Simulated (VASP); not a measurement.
# In (R-3m) in VASP: single point with PBE

Aim: the single point of In with PBE.

Everything below comes from runs of VASP 6.6.1. Logs are shortened: lines on timing, memory, paths and dates and some standing lists are left out, and cuts for length are marked.

## 1. The cell of the first run

The typed cell holds 1 atom: a = 3.385 Å, b = 3.385 Å, c = 3.385 Å, α = 60.11°, β = 60.11°, γ = 60.11°.

## 2. Single point, PBE

File INCAR:

```
  PREC = Accurate
  ENCUT = 520
  EDIFF = 1E-6
  ISMEAR = 0
  SIGMA = 0.1
  LREAL = False
  LASPH = True
  NELM = 80
  ALGO = Fast
  ISIF = 2
  LWAVE = False
  LCHARG = False
  GGA = PE
  NBANDS = 12
```

File KPOINTS:

```
Automatic mesh
0
Gamma
  18 18 18
```

File POSCAR:

```
In
1.0
    1.6953951792      0.9788368631      2.7615402826
   -1.6953951792      0.9788368631      2.7615402826
    0.0000000000     -1.9576737262      2.7615402826
In
1
Direct
    0.5000000000      0.5000000000      0.5000000000
```

Potentials or basis: VASP PAW PBE potentials, release 64 (In_d).

Launch:

```sh
> cat potpaw_PBE.64/In_d/POTCAR > POTCAR
> mpirun -np 1 vasp_std > vasp.out
```

OUTCAR:

```text
PREC = Accurate
   ENCUT = 520
   EDIFF = 1E-6
   ISMEAR = 0
   LREAL = False
   LASPH = True
   NELM = 80
   ISIF = 2
   GGA = PE

 ion  position               nearest neighbor table
   1  0.500  0.500  0.500-

  LATTYP: Found a trigonal (rhomboedric) cell.
 ALAT       =     3.3850540839
 COS(alpha) =     0.4983039754

  Lattice vectors:

 A1 = (   1.6953951792,   0.9788368631,   2.7615402826)
 A2 = (  -1.6953951792,   0.9788368631,   2.7615402826)
 A3 = (   0.0000000000,  -1.9576737262,   2.7615402826)

Analysis of symmetry for initial positions (statically):
=====================================================================
 Subroutine PRICEL returns:
 Original cell was already a primitive cell.

 Routine SETGRP: Setting up the symmetry group for a
 trigonal (rhombohedral) supercell.

 Subroutine GETGRP returns: Found 12 space group operations
 (whereof 12 operations were pure point group operations)
 out of a pool of 12 trial point group operations.

The static configuration has the point symmetry D_3d.

Analysis of symmetry for dynamics (positions and initial velocities):
=====================================================================
 Subroutine PRICEL returns:
 Original cell was already a primitive cell.

 Routine SETGRP: Setting up the symmetry group for a
 trigonal (rhombohedral) supercell.

 Subroutine GETGRP returns: Found 12 space group operations
 (whereof 12 operations were pure point group operations)
 out of a pool of 12 trial point group operations.

The dynamic configuration has the point symmetry D_3d.

 Subroutine INISYM returns: Found 12 space group operations
 (whereof 12 operations are pure point group operations),
 and found     1 'primitive' translations

----------------------------------------------------------------------------------------

                                     Primitive cell

  volume of cell :      27.4969

  direct lattice vectors                    reciprocal lattice vectors
     1.695395179  0.978836863  2.761540283     0.294916493  0.170270116  0.120705584
    -1.695395179  0.978836863  2.761540283    -0.294916493  0.170270116  0.120705584
     0.000000000 -1.957673726  2.761540283     0.000000000 -0.340540233  0.120705584

  length of vectors
     3.385054084  3.385054084  3.385054084     0.361299721  0.361299721  0.361299721

  position of ions in fractional coordinates (direct lattice)
     0.500000000  0.500000000  0.500000000

  ion indices of the primitive-cell ions
   primitive index   ion index
                 1           1

----------------------------------------------------------------------------------------

 KPOINTS: Automatic mesh

Automatic generation of k-mesh.
 Grid dimensions read from file:
 generate k-points for:   18   18   18

 Generating k-lattice:

  Cartesian coordinates                     Fractional coordinates (reciprocal lattice)
     0.016384250  0.009459451  0.006705866     0.055555556  0.000000000  0.000000000
    -0.016384250  0.009459451  0.006705866     0.000000000  0.055555556  0.000000000
     0.000000000 -0.018918902  0.006705866     0.000000000  0.000000000  0.055555556

  Length of vectors
     0.020072207  0.020072207  0.020072207

  Shift w.r.t. Gamma in fractional coordinates (k-lattice)
     0.000000000  0.000000000  0.000000000

 Subroutine IBZKPT returns following result:
 ===========================================

 Found    580 irreducible k-points:

 Following reciprocal coordinates:
            Coordinates               Weight
  0.000000  0.000000  0.000000      1.000000
  0.055556  0.000000 -0.000000      6.000000
  0.111111  0.000000 -0.000000      6.000000
  0.166667  0.000000 -0.000000      6.000000
  0.222222  0.000000  0.000000      6.000000
  0.277778  0.000000  0.000000      6.000000
[... 16 lines left out ...]
 -0.277778  0.055556  0.000000     12.000000
 -0.222222  0.055556  0.000000     12.000000
 [... further k-points ...]
   k-points           NKPTS =    580   k-points in BZ     NKDIM =    580   number of bands    NBANDS=     12
   number of dos      NEDOS =    301   number of ions     NIONS =      1
   total plane-waves  NPLWV =  21952
   dimension x,y,z NGX =    28 NGY =   28 NGZ =   28
   dimension x,y,z NGXF=    56 NGYF=   56 NGZF=   56
   ions per type =               1
   NGX,Y,Z   is equivalent  to a cutoff of  13.75, 13.75, 13.75 a.u.
   NGXF,Y,Z  is equivalent  to a cutoff of  27.50, 27.50, 27.50 a.u.
 SYSTEM =  unknown system
   PREC   = accura    normal or accurate (medium, high low for compatibility)
   ISTART =      0    job   : 0-new  1-cont  2-samecut
   ICHARG =      2    charge: 1-file 2-atom 10-const
   ISPIN  =      1    spin polarized calculation?
   LNONCOLLINEAR =      F non collinear calculations
   LSORBIT =      F    spin-orbit coupling
   LASPH  =      T    aspherical Exc in radial PAW
   ENCUT  =  520.0 eV  38.22 Ry    6.18 a.u.   6.29  6.29  6.29*2*pi/ulx,y,z
   NELM   =     80;   NELMIN=  2; NELMDL= -5     # of ELM steps
   EDIFF  = 0.1E-05   stopping-criterion for ELM
   LREAL  =      F    real-space projection
   EDIFFG = 0.1E-04   stopping-criterion for IOM
   NSW    =      0    number of steps for IOM
   IBRION =     -1    ionic relax: 0-MD 1-quasi-New 2-CG
   NFREE  =      0    steps in history (QN), initial steepest desc. (CG)
   ISIF   =      2    stress and relaxation
   ISYM   =      2    0-nonsym 1-usesym 2-fastsym
   POTIM  = 0.5000    time-step for ionic-motion
   TEBEG  =    0.0;   TEEND  =   0.0 temperature during run
   PSTRESS=    0.0 pullay stress
   NELECT =      13.0000    total number of electrons
   NUPDOWN=      -1.0000    fix difference up-down
   EMIN   =  10.00;   EMAX   =-10.00  energy-range for DOS
   EFERMI =   0.00;   METHOD = LEGACY
   ISMEAR =     0;   SIGMA  =   0.10  broadening in eV -4-tet -1-fermi 0-gaus
   EFERMI_NEDOS =   21; number of points for ismear=-14 and -15
   IALGO  =     68    algorithm
   IMIX   =      4    mixing-type and parameters
     AMIX     =   0.40;   BMIX     =  1.00
     AMIX_MAG =   1.60;   BMIX_MAG =  1.00
  volume/ion in A,a.u.               =      27.50       185.56
  Fermi-wavevector in a.u.,A,eV,Ry     =   1.275346  2.410054 22.129973  1.626507
  Thomas-Fermi vector in A             =   2.408063
   LORBIT       =      0    0 simple, 1 ext, 2 COOP (PROOUT), +10 PAW based schemes
   GGA     = PE    functional components
   LHFCALC =     F    Hartree Fock is set to
   AEXX    =    0.0000 exact exchange contribution
   IVDW    =     0    specifies the selected vdW correction
   LEPSILON=     F    determine dielectric tensor
   LRPA    =     F    only Hartree local field effects (RPA)
 non-spin polarized calculation
 RMM-DIIS sequential band-by-band and
 Gauss-broadening in eV      SIGMA  =   0.10
  energy-cutoff  :      520.00
  volume of cell :       27.50
 maximum number of plane-waves:       756
 NGX is ok and might be reduce to    28
   NGX = 13   NGY = 13   NGZ = 13

 number of electron      12.9999997 magnetization

 Free energy of the ion-electron system (eV)
  ---------------------------------------------------
  ext. energy  EPLUGINS =         0.00000000
  ---------------------------------------------------
  free energy    TOTEN  =        -2.56237492 eV

  energy without entropy =       -2.56003565  energy(sigma->0) =       -2.56120528

 E-fermi :   6.9689     XC(G=0): -10.0193

 val. band max:        6.9645001228   @ k =  -0.2222  -0.4444   0.1111
 cond. band min:       6.9743717666   @ k =  -0.3889   0.4444   0.2222
 fundamental gap:      0.0098716439
 Fermi energy:         6.9688513045

 k-point     1 :       0.0000    0.0000    0.0000
  band No.  band energies     occupation
      1      -7.6172      2.00000
      2      -7.6172      2.00000
      3      -7.6143      2.00000
      4      -7.4671      2.00000
      5      -7.4671      2.00000
      6      -2.2366      2.00000
      7      17.0767      0.00000
      8      17.0767      0.00000
      9      17.1422      0.00000
     10      18.3836      0.00000
     11      20.5297      0.00000
     12      20.5898      0.00000

 k-point     2 :       0.0556    0.0000   -0.0000
  band No.  band energies     occupation
      1      -7.6176      2.00000
      2      -7.6125      2.00000
      3      -7.6097      2.00000
      4      -7.4677      2.00000
      5      -7.4677      2.00000
      6      -2.1719      2.00000
      7      16.2149      0.00000
      8      16.9575      0.00000
      9      17.0134      0.00000
     10      18.2045      0.00000
     11      20.7334      0.00000
     12      20.7913      0.00000

 k-point     3 :       0.1111    0.0000   -0.0000
  band No.  band energies     occupation
      1      -7.6196      2.00000
      2      -7.6004      2.00000
      3      -7.5975      2.00000
      4      -7.4679      2.00000
      5      -7.4679      2.00000
      6      -1.9767      2.00000
      7      14.4919      0.00000
      8      16.6663      0.00000
      9      16.7173      0.00000
     10      18.0920      0.00000
     11      21.2704      0.00000
     12      21.3280      0.00000

 k-point     4 :       0.1667    0.0000   -0.0000
  band No.  band energies     occupation
      1      -7.6238      2.00000
      2      -7.5872      2.00000
      3      -7.5839      2.00000
      4      -7.4627      2.00000
      5      -7.4626      2.00000
      6      -1.6491      2.00000
      7      12.6455      0.00000
      8      16.3116      0.00000
      9      16.3567      0.00000
     10      18.0117      0.00000
     11      21.6039      0.00000
     12      21.7692      0.00000

 k-point     5 :       0.2222    0.0000    0.0000
  band No.  band energies     occupation
      1      -7.6306      2.00000
      2      -7.5809      2.00000
      3      -7.5775      2.00000
      4      -7.4460      2.00000
      5      -7.4455      2.00000
      6      -1.1871      2.00000
      7      10.8355      0.00000
      8      15.9612      0.00000
      9      16.0003      0.00000
     10      17.9380      0.00000
     11      21.0408      0.00000
     12      21.0922      0.00000
[... 228 lines left out ...]
      1      -7.6555      2.00000
      2      -7.6031      2.00000
      3      -7.5944      2.00000
      4      -7.3599      2.00000
      5      -7.3471      2.00000
      6       1.3692      2.00000
      7       5.5737      2.00000
      8      14.2173      0.00000
      9      15.3104      0.00000
     10      17.5347      0.00000
     11      19.3994      0.00000
     12      19.5112      0.00000

 k-point    22 :      -0.3333    0.0556    0.0000
  band No.  band energies     occupation
      1      -7.6484      2.00000
      2      -7.5942      2.00000
      3      -7.5868      2.00000
      4      -7.3908      2.00000
      5      -7.3668      2.00000
      6       0.4728      2.00000
      7       7.0268      0.41275
      8      14.2333      0.00000
      9      15.6916      0.00000
     10      17.8162      0.00000
     11      19.5109      0.00000
     12      19.5561      0.00000

 k-point    23 :      -0.2778    0.0556    0.0000
  band No.  band energies     occupation
      1      -7.6403      2.00000
      2      -7.5847      2.00000
      3      -7.5780      2.00000
      4      -7.4259      2.00000
      5      -7.3934      2.00000
      6      -0.3022      2.00000
      7       8.6090      0.00000
      8      14.3525      0.00000
      9      16.1164      0.00000
     10      18.0940      0.00000
     11      19.7097      0.00000
     12      19.8400      0.00000

 k-point    24 :      -0.2222    0.0556    0.0000
  band No.  band energies     occupation
      1      -7.6330      2.00000
      2      -7.5782      2.00000
      3      -7.5725      2.00000
      4      -7.4573      2.00000
      5      -7.4213      2.00000
      6      -0.9448      2.00000
      7      10.3003      0.00000
      8      14.5714      0.00000
      9      16.5468      0.00000
     10      18.2921      0.00000
     11      20.1036      0.00000
     12      20.3067      0.00000

 [... further k-points ...]

------------------------ aborting loop because EDIFF is reached ----------------------------------------

  FORCE on cell =-STRESS in cart. coord.  units (eV):
  Direction    XX          YY          ZZ          XY          YZ          ZX
  --------------------------------------------------------------------------------------
  -------------------------------------------------------------------------------------
  Total       -0.0131718     -0.0131718     -0.0051890      0.0000000      0.0000000      0.0000000
  in kB       -0.7674911     -0.7674911     -0.3023504      0.0000000      0.0000000      0.0000000
  external PRESSURE =      -0.6124442 kB  Pullay stress =       0.0000000 kB

 VOLUME and BASIS-vectors are now :
 -----------------------------------------------------------------------------
  energy-cutoff  :      520.00
  volume of cell :       27.50
      direct lattice vectors                 reciprocal lattice vectors
     1.695395179  0.978836863  2.761540283     0.294916493  0.170270116  0.120705584
    -1.695395179  0.978836863  2.761540283    -0.294916493  0.170270116  0.120705584
     0.000000000 -1.957673726  2.761540283     0.000000000 -0.340540233  0.120705584

 POSITION                                       TOTAL-FORCE (eV/Angst)
 -----------------------------------------------------------------------------------
      0.00000      0.00000      4.14231         0.000000      0.000000     -0.000000
 -----------------------------------------------------------------------------------
    total drift:                               -0.000000     -0.000000      0.000000

  FREE ENERGIE OF THE ION-ELECTRON SYSTEM (eV)
  ---------------------------------------------------
  free  energy   TOTEN  =        -2.5623749182 eV

  energy  without entropy=       -2.5600356486  energy(sigma->0) =       -2.56120528
```

It took 97 s on 1 thread of Intel Xeon 6975P-C (Granite Rapids), shared host; peak memory 0.3 GiB.

Results:

| Item | Value |
| --- | --- |
| Free energy | -2.5624 eV |
| Pressure | -0.1 GPa |

Caveat: spin-orbit coupling is left out, which moves the levels of the heavy elements.
